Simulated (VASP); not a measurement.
# Li3LaCd2 (P-3m1) in VASP: single point with r2SCAN

Aim: the single point of Li3LaCd2 with r2SCAN.

All numbers are computed with VASP 6.6.1; they aren't measurements. Logs are shortened: lines on timing, memory, paths and dates and some standing lists are left out, and cuts for length are marked.

### 1 The cell of the first run

The structure is trigonal, space group P-3m1 (No. 164). Conventional cell: a = 4.838 Å, b = 4.838 Å, c = 6.941 Å, α = 90.00°, β = 90.00°, γ = 120.00°. Within 3.7 Å of Li (site symmetry 3m) lie 4 Cd at 2.75 to 2.83 Å and 6 Li at 3.03 to 3.64 Å and 3 La at 3.62 Å. Li (site symmetry -3m) has 6 Li at 3.03 Å and 6 Cd at 3.21 Å and 2 La at 3.47 Å within 4.0 Å. Within 4.4 Å of La (site symmetry -3m) lie 6 Cd at 3.37 Å and 8 Li at 3.47 to 3.62 Å. Cd (site symmetry 3m) has 7 Li at 2.75 to 3.21 Å and 3 La at 3.37 Å within 3.6 Å.

### 2 Single point, r2SCAN

Input file POSCAR:

```
Li3LaCd2
1.0
    4.8383628116      0.0000000000      0.0000000000
   -2.4191814058      4.1901451076      0.0000000000
    0.0000000000      0.0000000000      6.9409870212
Li La Cd
3 1 2
Direct
    0.3333333333      0.6666666667      0.6678909968
    0.6666666667      0.3333333333      0.3321090032
    0.0000000000      0.0000000000      0.5000000000
    0.0000000000      0.0000000000      0.0000000000
    0.3333333333      0.6666666667      0.2710049493
    0.6666666667      0.3333333333      0.7289950507
```

Input file INCAR.step1:

```
ALGO = Normal
EDIFF = 1E-5
ENCUT = 970
GGA = PE
GGA_COMPAT = F
ISMEAR = -1
LASPH = T
LCHARG = F
LMAXMIX = 6
LREAL = F
LWAVE = T
NBANDS = 39
NELM = 200
PREC = Accurate
SIGMA = 0.1
```

Input file INCAR.step2:

```
ALGO = Normal
EDIFF = 1E-6
ENCUT = 970
GGA_COMPAT = F
ISIF = 2
ISMEAR = -1
ISTART = 1
LASPH = T
LCHARG = T
LELF = T
LMAXMIX = 6
LMIXTAU = T
LREAL = F
LVHAR = T
LWAVE = F
METAGGA = R2SCAN
NBANDS = 39
NELM = 200
PREC = Accurate
SIGMA = 0.1
```

Input file KPOINTS:

```
k-points
0
Gamma
  5 5 3
```

Potentials or basis: VASP PAW PBE potentials, release 64 (Li_sv, La, Cd_sv_GW).

Started as:

```sh
$ cat potpaw_PBE.64/Li_sv/POTCAR potpaw_PBE.64/La/POTCAR potpaw_PBE.64/Cd_sv_GW/POTCAR > POTCAR
$ cp INCAR.step1 INCAR
$ mpirun -np 1 vasp_std > vasp.out
$ cp INCAR.step2 INCAR
$ mpirun -np 1 vasp_std > vasp.out
```

OUTCAR:

```text
EDIFF = 1E-6
   ENCUT = 970
   ISIF = 2
   ISMEAR = -1
   ISTART = 1
   LASPH = T
   LREAL = F
   METAGGA = R2SCAN
   NELM = 200
   PREC = Accurate

 ion  position               nearest neighbor table
   1  0.333  0.667  0.668-
   2  0.667  0.333  0.332-
   3  0.000  0.000  0.500-
   4  0.000  0.000  0.000-
   5  0.333  0.667  0.271-
   6  0.667  0.333  0.729-

  LATTYP: Found a hexagonal cell.
 ALAT       =     4.8383628116
 C/A-ratio  =     1.4345734893

  Lattice vectors:

 A1 = (   4.8383628116,   0.0000000000,   0.0000000000)
 A2 = (  -2.4191814058,   4.1901451076,   0.0000000000)
 A3 = (   0.0000000000,   0.0000000000,   6.9409870212)

Analysis of symmetry for initial positions (statically):
=====================================================================
 Subroutine PRICEL returns:
 Original cell was already a primitive cell.

 Routine SETGRP: Setting up the symmetry group for a
 hexagonal supercell.

 Subroutine GETGRP returns: Found 12 space group operations
 (whereof 12 operations were pure point group operations)
 out of a pool of 24 trial point group operations.

The static configuration has the point symmetry D_3d.

Analysis of symmetry for dynamics (positions and initial velocities):
=====================================================================
 Subroutine PRICEL returns:
 Original cell was already a primitive cell.

 Routine SETGRP: Setting up the symmetry group for a
 hexagonal supercell.

 Subroutine GETGRP returns: Found 12 space group operations
 (whereof 12 operations were pure point group operations)
 out of a pool of 24 trial point group operations.

The dynamic configuration has the point symmetry D_3d.

 Subroutine INISYM returns: Found 12 space group operations
 (whereof 12 operations are pure point group operations),
 and found     1 'primitive' translations

----------------------------------------------------------------------------------------

                                     Primitive cell

  volume of cell :     140.7177

  direct lattice vectors                    reciprocal lattice vectors
     4.838362812  0.000000000  0.000000000     0.206681483  0.119327610  0.000000000
    -2.419181406  4.190145108  0.000000000     0.000000000  0.238655219  0.000000000
     0.000000000  0.000000000  6.940987021     0.000000000  0.000000000  0.144071729
[... 78 lines left out ...]
   NELM   =    200;   NELMIN=  2; NELMDL=  0     # of ELM steps
   EDIFF  = 0.1E-05   stopping-criterion for ELM
   LREAL  =      F    real-space projection
   EDIFFG = 0.1E-04   stopping-criterion for IOM
   NSW    =      0    number of steps for IOM
   IBRION =     -1    ionic relax: 0-MD 1-quasi-New 2-CG
   NFREE  =      0    steps in history (QN), initial steepest desc. (CG)
   ISIF   =      2    stress and relaxation
   ISYM   =      2    0-nonsym 1-usesym 2-fastsym
   POTIM  = 0.5000    time-step for ionic-motion
   TEBEG  =    0.0;   TEEND  =   0.0 temperature during run
   PSTRESS=    0.0 pullay stress
   NELECT =      60.0000    total number of electrons
   NUPDOWN=      -1.0000    fix difference up-down
   EMIN   =  10.00;   EMAX   =-10.00  energy-range for DOS
   EFERMI =   0.00;   METHOD = LEGACY
   ISMEAR =    -1;   SIGMA  =   0.10  broadening in eV -4-tet -1-fermi 0-gaus
   EFERMI_NEDOS =   21; number of points for ismear=-14 and -15
   IALGO  =     38    algorithm
   IMIX   =      4    mixing-type and parameters
     AMIX     =   0.40;   BMIX     =  1.00
     AMIX_MAG =   1.60;   BMIX_MAG =  1.00
  volume/ion in A,a.u.               =      23.45       158.27
  Fermi-wavevector in a.u.,A,eV,Ry     =   1.232184  2.328491 20.657428  1.518278
  Thomas-Fermi vector in A             =   2.366964
   LORBIT       =      0    0 simple, 1 ext, 2 COOP (PROOUT), +10 PAW based schemes
   METAGGA = R2SCAN    functional components
   LHFCALC =     F    Hartree Fock is set to
   AEXX    =    0.0000 exact exchange contribution
   IVDW    =     0    specifies the selected vdW correction
   LEPSILON=     F    determine dielectric tensor
   LRPA    =     F    only Hartree local field effects (RPA)
 non-spin polarized calculation
  energy-cutoff  :      970.00
  volume of cell :      140.72
 maximum number of plane-waves:      9689
 NGX is ok and might be reduce to    50
   NGX = 25   NGY = 25   NGZ = 35

 number of electron      59.9999999 magnetization

 Free energy of the ion-electron system (eV)
  ---------------------------------------------------
  ext. energy  EPLUGINS =         0.00000000
  ---------------------------------------------------
  free energy    TOTEN  =       -78.30071475 eV

  energy without entropy =      -78.14166824  energy(sigma->0) =      -78.22119150

 E-fermi :   4.1751     XC(G=0):  -9.6771

 val. band max:        4.1665064645   @ k =   0.2000   0.0000   0.3333
 cond. band min:       4.1758932729   @ k =   0.2000   0.2000   0.0000
 fundamental gap:      0.0093868084
 Fermi energy:         4.1750788332

 k-point     1 :       0.0000    0.0000    0.0000
  band No.  band energies     occupation
      1    -101.5167      2.00000
      2    -101.5167      2.00000
      3     -61.6505      2.00000
      4     -61.6503      2.00000
      5     -61.6296      2.00000
      6     -61.6296      2.00000
[... 493 lines left out ...]
     38       5.9801      0.00000
     39       6.0020      0.00000

------------------------ aborting loop because EDIFF is reached ----------------------------------------

  FORCE on cell =-STRESS in cart. coord.  units (eV):
  Direction    XX          YY          ZZ          XY          YZ          ZX
  --------------------------------------------------------------------------------------
  -------------------------------------------------------------------------------------
  Total       -0.1487220     -0.1487220     -0.1978611      0.0000000      0.0000000      0.0000000
  in kB       -1.6933122     -1.6933122     -2.2527981      0.0000000      0.0000000      0.0000000
  external PRESSURE =      -1.8798075 kB  Pullay stress =       0.0000000 kB

 VOLUME and BASIS-vectors are now :
 -----------------------------------------------------------------------------
  energy-cutoff  :      970.00
  volume of cell :      140.72
      direct lattice vectors                 reciprocal lattice vectors
     4.838362812  0.000000000  0.000000000     0.206681483  0.119327610  0.000000000
    -2.419181406  4.190145108  0.000000000     0.000000000  0.238655219  0.000000000
     0.000000000  0.000000000  6.940987021     0.000000000  0.000000000  0.144071729

 POSITION                                       TOTAL-FORCE (eV/Angst)
 -----------------------------------------------------------------------------------
     -0.00000      2.79343      4.63582        -0.000000      0.000000     -0.006509
      2.41918      1.39672      2.30516         0.000000      0.000000      0.006509
      0.00000      0.00000      3.47049        -0.000000      0.000000      0.000000
      0.00000      0.00000      0.00000        -0.000000      0.000000      0.000000
     -0.00000      2.79343      1.88104         0.000000     -0.000000      0.016776
      2.41918      1.39672      5.05995        -0.000000      0.000000     -0.016776
 -----------------------------------------------------------------------------------
    total drift:                               -0.000000      0.000000     -0.000000

  FREE ENERGIE OF THE ION-ELECTRON SYSTEM (eV)
  ---------------------------------------------------
  free  energy   TOTEN  =       -78.3007147547 eV

  energy  without entropy=      -78.1416682429  energy(sigma->0) =      -78.22119150
```

It took 23 min on 1 thread of Intel Xeon Platinum 8259CL at 2.50GHz (Skylake/Cascade Lake), shared host; peak memory 0.61 GiB.

Results:

| Item | Value |
| --- | --- |
| Free energy | -78.3007 eV |
| Pressure | -0.2 GPa |
| Largest force | 0.017 eV/Å |
| Band gap on the k mesh | zero (bands 30 and 31 overlap by 0.52 eV) |

Forces on the atoms (eV/Å):
```
Li   0.000  0.000 -0.007
Li   0.000  0.000  0.007
Li   0.000  0.000  0.000
La   0.000  0.000  0.000
Cd   0.000  0.000  0.017
Cd   0.000  0.000 -0.017
```

Caveat: the PAW data sets were made with another functional, which shifts forces and pressure a little; spin-orbit coupling is left out, which moves the levels of the heavy elements.
